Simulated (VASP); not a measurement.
# GaSb (F-43m) in VASP: a series of runs, part 3 of 3

VASP 6.6.1.

### Step 5. Single point, B3LYP

This run uses another cell than the first one, of 29.20 Å³/atom.

File POSCAR:

```
GaSb
1.0
    0.0000000000      3.0792588685      3.0792588685
    3.0792588685      0.0000000000      3.0792588685
    3.0792588685      3.0792588685      0.0000000000
Sb Ga
1 1
Direct
    0.7500000000      0.7500000000      0.7500000000
    0.0000000000      0.0000000000      0.0000000000
```

File INCAR.step1:

```
PREC = Accurate
ENCUT = 520
EDIFF = 1E-5
ISMEAR = -1
SIGMA = 0.05
LREAL = F
LASPH = T
NELM = 80
ALGO = Normal
ISIF = 2
LWAVE = T
LCHARG = F
GGA = PE
NBANDS = 16
```

File INCAR.step2:

```
PREC = Accurate
ENCUT = 520
EDIFF = 1E-6
ISMEAR = -1
SIGMA = 0.05
LREAL = F
LASPH = T
NELM = 80
ALGO = Normal
ISIF = 2
LWAVE = F
LCHARG = F
GGA = B3
LHFCALC = T
AEXX = 0.2
AGGAX = 0.72
AGGAC = 0.81
ALDAC = 0.19
PRECFOCK = Normal
ISTART = 1
NBANDS = 16
```

File KPOINTS:

```
regular mesh
0
Gamma
  4 4 4
```

Potentials or basis: VASP PAW PBE potentials, release 64 (Sb, Ga_d).

On the command line:

```bash
$ cat potpaw_PBE.64/Sb/POTCAR potpaw_PBE.64/Ga_d/POTCAR > POTCAR
$ cp INCAR.step1 INCAR
$ mpirun -np 1 vasp_std > vasp.out
$ cp INCAR.step2 INCAR
$ mpirun -np 1 vasp_std > vasp.out
```

OUTCAR:

```text
PREC = Accurate
   ENCUT = 520
   EDIFF = 1E-6
   ISMEAR = -1
   LREAL = F
   LASPH = T
   NELM = 80
   ISIF = 2
   GGA = B3
   LHFCALC = T
   AEXX = 0.2
   PRECFOCK = Normal
   ISTART = 1

 ion  position               nearest neighbor table
   1  0.750  0.750  0.750-   2 2.67   2 2.67   2 2.67   2 2.67
   2  0.000  0.000  0.000-   1 2.67   1 2.67   1 2.67   1 2.67

  LATTYP: Found a face centered cubic cell.
 ALAT       =     6.1585177370

  Lattice vectors:

 A1 = (   0.0000000000,   3.0792588685,   3.0792588685)
 A2 = (   3.0792588685,   0.0000000000,   3.0792588685)
 A3 = (   3.0792588685,   3.0792588685,   0.0000000000)

Analysis of symmetry for initial positions (statically):
=====================================================================
 Subroutine PRICEL returns:
 Original cell was already a primitive cell.

 Routine SETGRP: Setting up the symmetry group for a
 face centered cubic supercell.

 Subroutine GETGRP returns: Found 24 space group operations
 (whereof 24 operations were pure point group operations)
 out of a pool of 48 trial point group operations.

The static configuration has the point symmetry T_d .

Analysis of symmetry for dynamics (positions and initial velocities):
=====================================================================
 Subroutine PRICEL returns:
 Original cell was already a primitive cell.

 Routine SETGRP: Setting up the symmetry group for a
 face centered cubic supercell.

 Subroutine GETGRP returns: Found 24 space group operations
 (whereof 24 operations were pure point group operations)
 out of a pool of 48 trial point group operations.

The dynamic configuration has the point symmetry T_d .

 Subroutine INISYM returns: Found 24 space group operations
 (whereof 24 operations are pure point group operations),
 and found     1 'primitive' translations

----------------------------------------------------------------------------------------

                                     Primitive cell

  volume of cell :      58.3941

  direct lattice vectors                    reciprocal lattice vectors
     0.000000000  3.079258869  3.079258869    -0.162376735  0.162376735  0.162376735
     3.079258869  0.000000000  3.079258869     0.162376735 -0.162376735  0.162376735
     3.079258869  3.079258869  0.000000000     0.162376735  0.162376735 -0.162376735

  length of vectors
     4.354729654  4.354729654  4.354729654     0.281244754  0.281244754  0.281244754

  position of ions in fractional coordinates (direct lattice)
     0.750000000  0.750000000  0.750000000
     0.000000000  0.000000000  0.000000000

  ion indices of the primitive-cell ions
   primitive index   ion index
                 1           1
                 2           2

----------------------------------------------------------------------------------------

 KPOINTS: regular mesh

Automatic generation of k-mesh.
 Grid dimensions read from file:
 generate k-points for:    4    4    4

 Generating k-lattice:

  Cartesian coordinates                     Fractional coordinates (reciprocal lattice)
    -0.040594184  0.040594184  0.040594184     0.250000000  0.000000000  0.000000000
     0.040594184 -0.040594184  0.040594184     0.000000000  0.250000000  0.000000000
     0.040594184  0.040594184 -0.040594184     0.000000000  0.000000000  0.250000000

  Length of vectors
     0.070311189  0.070311189  0.070311189

  Shift w.r.t. Gamma in fractional coordinates (k-lattice)
     0.000000000  0.000000000  0.000000000

 Subroutine IBZKPT returns following result:
 ===========================================

 Found      8 irreducible k-points:

 Following reciprocal coordinates:
            Coordinates               Weight
  0.000000  0.000000  0.000000      1.000000
  0.250000  0.000000  0.000000      8.000000
  0.500000  0.000000  0.000000      4.000000
  0.250000  0.250000  0.000000      6.000000
  0.500000  0.250000  0.000000     24.000000
 -0.250000  0.250000  0.000000     12.000000
  0.500000  0.500000  0.000000      3.000000
 -0.250000  0.500000  0.250000      6.000000
   k-points           NKPTS =      8   k-points in BZ     NKDIM =     64   number of bands    NBANDS=     16
   number of dos      NEDOS =    301   number of ions     NIONS =      2
   total plane-waves  NPLWV =  32768
   dimension x,y,z NGX =    32 NGY =   32 NGZ =   32
   dimension x,y,z NGXF=    64 NGYF=   64 NGZF=   64
   ions per type =               1   1
   NGX,Y,Z   is equivalent  to a cutoff of  12.22, 12.22, 12.22 a.u.
   NGXF,Y,Z  is equivalent  to a cutoff of  24.43, 24.43, 24.43 a.u.
 SYSTEM =  unknown system
   PREC   = accura    normal or accurate (medium, high low for compatibility)
   ISTART =      1    job   : 0-new  1-cont  2-samecut
   ICHARG =      0    charge: 1-file 2-atom 10-const
   ISPIN  =      1    spin polarized calculation?
   LNONCOLLINEAR =      F non collinear calculations
   LSORBIT =      F    spin-orbit coupling
   LASPH  =      T    aspherical Exc in radial PAW
   ENCUT  =  520.0 eV  38.22 Ry    6.18 a.u.   8.10  8.10  8.10*2*pi/ulx,y,z
   NELM   =     80;   NELMIN=  2; NELMDL=  0     # of ELM steps
   EDIFF  = 0.1E-05   stopping-criterion for ELM
   LREAL  =      F    real-space projection
   EDIFFG = 0.1E-04   stopping-criterion for IOM
   NSW    =      0    number of steps for IOM
   IBRION =     -1    ionic relax: 0-MD 1-quasi-New 2-CG
   NFREE  =      0    steps in history (QN), initial steepest desc. (CG)
   ISIF   =      2    stress and relaxation
   ISYM   =      3    0-nonsym 1-usesym 2-fastsym
   POTIM  = 0.5000    time-step for ionic-motion
   TEBEG  =    0.0;   TEEND  =   0.0 temperature during run
   PSTRESS=    0.0 pullay stress
   NELECT =      18.0000    total number of electrons
   NUPDOWN=      -1.0000    fix difference up-down
   EMIN   =  10.00;   EMAX   =-10.00  energy-range for DOS
   EFERMI =   0.00;   METHOD = LEGACY
   ISMEAR =    -1;   SIGMA  =   0.05  broadening in eV -4-tet -1-fermi 0-gaus
   EFERMI_NEDOS =   21; number of points for ismear=-14 and -15
   IALGO  =     38    algorithm
   IMIX   =      1    mixing-type and parameters
     AMIX     =   0.40;   BMIX     =  1.00
     AMIX_MAG =   1.60;   BMIX_MAG =  1.00
  volume/ion in A,a.u.               =      29.20       197.03
  Fermi-wavevector in a.u.,A,eV,Ry     =   1.105884  2.089817 16.639637  1.222979
  Thomas-Fermi vector in A             =   2.242377
   LORBIT       =      0    0 simple, 1 ext, 2 COOP (PROOUT), +10 PAW based schemes
   GGA     = B3    functional components
   LHFCALC =     T    Hartree Fock is set to
   PRECFOCK=normal    Normal, Fast or Accurate (Low or Medium for compatibility)
   ENCUT4O =  -1.0   cutoff for four orbital integrals eV
   NKREDX  =     1    reduce k-point grid by
   NKREDY  =     1    reduce k-point grid by
   NKREDZ  =     1    reduce k-point grid by
   AEXX    =    0.2000 exact exchange contribution
   HFSCREEN=    0.0000 screening length (either q_TF or 0.3 A-1)
   HFSCREENC=   0.0000 screening length for correlation (either q_TF or 0.3 A-1)
   ENCUTFOCK=  -1.0 apply spherical cutoff to Coloumb kernel
   IVDW    =     0    specifies the selected vdW correction
   LEPSILON=     F    determine dielectric tensor
   LRPA    =     F    only Hartree local field effects (RPA)
 non-spin polarized calculation
  energy-cutoff  :      520.00
  volume of cell :       58.39
 maximum number of plane-waves:      1591
  NGX = 28; NGY = 28; NGZ = 28

 number of electron      17.9999997 magnetization

 Free energy of the ion-electron system (eV)
  ---------------------------------------------------
  ext. energy  EPLUGINS =         0.00000000
  ---------------------------------------------------
  free energy    TOTEN  =        -8.00851116 eV

  energy without entropy =       -8.00850590  energy(sigma->0) =       -8.00850853

 E-fermi :   4.8128     XC(G=0):  -7.1339

 val. band max:        4.3221350340   @ k =   0.0000   0.0000   0.0000
 cond. band min:       5.2485137795   @ k =   0.0000   0.0000   0.0000
 fundamental gap:      0.9263787454
 Fermi energy:         4.8127869529

 k-point     1 :       0.0000    0.0000    0.0000
  band No.  band energies     occupation
      1     -12.9324      2.00000
      2     -12.9324      2.00000
      3     -12.9324      2.00000
      4     -12.8838      2.00000
      5     -12.8838      2.00000
      6      -7.9489      2.00000
[... 129 lines left out ...]
      3     -12.9127      2.00000
      4     -12.8888      2.00000
      5     -12.8835      2.00000
      6      -5.3293      2.00000
[... 8 lines left out ...]
     15      15.7276      0.00000
     16      17.1536      0.00000

------------------------ aborting loop because EDIFF is reached ----------------------------------------

  FORCE on cell =-STRESS in cart. coord.  units (eV):
  Direction    XX          YY          ZZ          XY          YZ          ZX
  --------------------------------------------------------------------------------------
  -------------------------------------------------------------------------------------
  Total        0.6982468      0.6982468      0.6982468     -0.0000000      0.0000000     -0.0000000
  in kB       19.1580331     19.1580331     19.1580331     -0.0000000      0.0000000     -0.0000000
  external PRESSURE =      19.1580331 kB  Pullay stress =       0.0000000 kB

 VOLUME and BASIS-vectors are now :
 -----------------------------------------------------------------------------
  energy-cutoff  :      520.00
  volume of cell :       58.39
      direct lattice vectors                 reciprocal lattice vectors
     0.000000000  3.079258869  3.079258869    -0.162376735  0.162376735  0.162376735
     3.079258869  0.000000000  3.079258869     0.162376735 -0.162376735  0.162376735
     3.079258869  3.079258869  0.000000000     0.162376735  0.162376735 -0.162376735

 POSITION                                       TOTAL-FORCE (eV/Angst)
 -----------------------------------------------------------------------------------
      4.61889      4.61889      4.61889         0.000000      0.000000      0.000000
      0.00000      0.00000      0.00000        -0.000000     -0.000000     -0.000000
 -----------------------------------------------------------------------------------
    total drift:                                0.000016      0.000008      0.000008

  FREE ENERGIE OF THE ION-ELECTRON SYSTEM (eV)
  ---------------------------------------------------
  free  energy   TOTEN  =        -8.0085111650 eV

  energy  without entropy=       -8.0085058982  energy(sigma->0) =       -8.00850853
```

OUTCAR.step1:

```text
PREC = Accurate
   ENCUT = 520
   EDIFF = 1E-5
   ISMEAR = -1
   LREAL = F
[... 354 lines left out ...]
      4.61889      4.61889      4.61889        -0.000000     -0.000000     -0.000000
      0.00000      0.00000      0.00000         0.000000      0.000000      0.000000
 -----------------------------------------------------------------------------------
    total drift:                               -0.000002     -0.000002     -0.000002

  FREE ENERGIE OF THE ION-ELECTRON SYSTEM (eV)
  ---------------------------------------------------
  free  energy   TOTEN  =        -7.1760195506 eV

  energy  without entropy=       -7.1726833214  energy(sigma->0) =       -7.17435144
```

It took 12 min on 1 thread of Intel Xeon Platinum 8488C (Sapphire Rapids), shared host; peak memory 0.2 GiB.

Results:

```yaml
Free_energy: -8.0085 eV
Pressure: 1.9 GPa
Band_gap_on_the_k_mesh: 0.93 eV
```

Levels at points of the mesh, in eV from the valence-band top:
```
           k point  band 5  band 6  band 7  band 8  band 9  band 10  band 11  band 12  band 13  band 14
(0.00, 0.00, 0.00)  -17.21  -12.27    0.00    0.00    0.00     0.93     3.94     3.94     3.94     7.24
(0.50, 0.00, 0.00)  -17.21  -10.57   -6.75   -1.20   -1.20     1.42     4.98     4.98     7.91    10.76
(0.50, 0.50, 0.00)  -17.20   -9.69   -7.28   -2.67   -2.67     2.02     2.44    10.06    10.06    11.47
```

Caveat: the k points lie up to 0.44 Å⁻¹ apart; the PAW data sets were made with another functional, which shifts forces and pressure a little; spin-orbit coupling is left out, which moves the levels of the heavy elements. A k mesh can miss the band edges.

### Step 6. Single point, r2SCAN0, non-collinear spin, zero start, spin-orbit coupling

This run uses another cell than the first one, of 28.62 Å³/atom.

File POSCAR:

```
GaSb
1.0
    0.0000000000      3.0590000000      3.0590000000
    3.0590000000      0.0000000000      3.0590000000
    3.0590000000      3.0590000000      0.0000000000
Sb Ga
1 1
Direct
    0.7500000000      0.7500000000      0.7500000000
    0.0000000000      0.0000000000      0.0000000000
```

File INCAR.step1:

```
PREC = Accurate
ENCUT = 520
EDIFF = 1E-5
ISMEAR = -1
SIGMA = 0.05
LREAL = False
LASPH = True
NELM = 150
ALGO = Normal
ISIF = 2
LWAVE = True
LCHARG = False
MAGMOM = 0 0 0 0 0 0
LORBIT = 11
LSORBIT = True
GGA_COMPAT = False
LORBMOM = True
NBANDS = 30
GGA = PE
```

File INCAR.step2:

```
PREC = Accurate
ENCUT = 520
EDIFF = 1E-6
ISMEAR = -1
SIGMA = 0.05
LREAL = False
LASPH = True
NELM = 150
ALGO = Normal
ISIF = 2
LWAVE = False
LCHARG = False
MAGMOM = 0 0 0 0 0 0
LORBIT = 11
LSORBIT = True
GGA_COMPAT = False
LORBMOM = True
METAGGA = R2SCAN
LHFCALC = True
AEXX = 0.25
LMIXTAU = True
PRECFOCK = Normal
NBANDS = 30
ISTART = 1
```

KPOINTS is that of step 5.

Potentials or basis: VASP PAW PBE potentials, release 64 (Sb, Ga_d).

On the command line:

```bash
$ cat potpaw_PBE.64/Sb/POTCAR potpaw_PBE.64/Ga_d/POTCAR > POTCAR
$ cp INCAR.step1 INCAR
$ mpirun -np 1 vasp_ncl > vasp.out
$ cp INCAR.step2 INCAR
$ mpirun -np 1 vasp_ncl > vasp.out
```

It took 56 min on 1 thread of AMD EPYC 9R45 (Zen 5), shared host; peak memory 0.39 GiB.

Results (log left out):

| Quantity | Value |
| --- | --- |
| Free energy | -32.7054 eV |
| Pressure | -1.1 GPa |
| Net moment | 0.00 μB per cell |
| Valence electrons inside the program's atomic spheres | Sb 2.74; Ga 11.58 |

Moments on the atoms (μB; x, y, z):
```
Sb  0.00 0.00 0.00
Ga  0.00 0.00 0.00
```

Caveat: the k points lie up to 0.44 Å⁻¹ apart; the PAW data sets were made with another functional, which shifts forces and pressure a little.

### Step 7. Overview

| level | spin | cell | share of exact exchange | gap on the mesh (eV) | pressure (GPa) |
| --- | --- | --- | --- | --- | --- |
| B3LYP | off | a = 4.268 Å, angles 60.0°, 2 atoms | 0.2 | 1.43 | 5.8 |
| B3LYP | off | a = 4.297 Å, angles 60.0°, 2 atoms | 0.2 | 1.26 | 4.3 |
| B3LYP | off | a = 4.326 Å, angles 60.0°, 2 atoms | 0.2 | 1.09 | 3.1 |
| B3LYP | off | a = 4.355 Å, angles 60.0°, 2 atoms | 0.2 | 0.93 | 1.9 |
| r2SCAN0 | non-collinear, zero start, SOC | a = 4.326 Å, angles 60.0°, 2 atoms | 0.25 | - | -1.1 |

Alike in all rows: task single point; potentials or basis VASP PAW PBE potentials, release 64 (Sb, Ga_d); k mesh 4 × 4 × 4; cutoff (eV) 520; smearing fermi-dirac 0.05 eV.

Caveats: all runs use coarse meshes; the PAW data sets were made with another functional, which shifts forces and pressure a little; spin-orbit coupling is left out, which moves the levels of the heavy elements (at least some runs).

Total energies depend on the potentials used, so only differences within one code and one set of settings carry meaning.
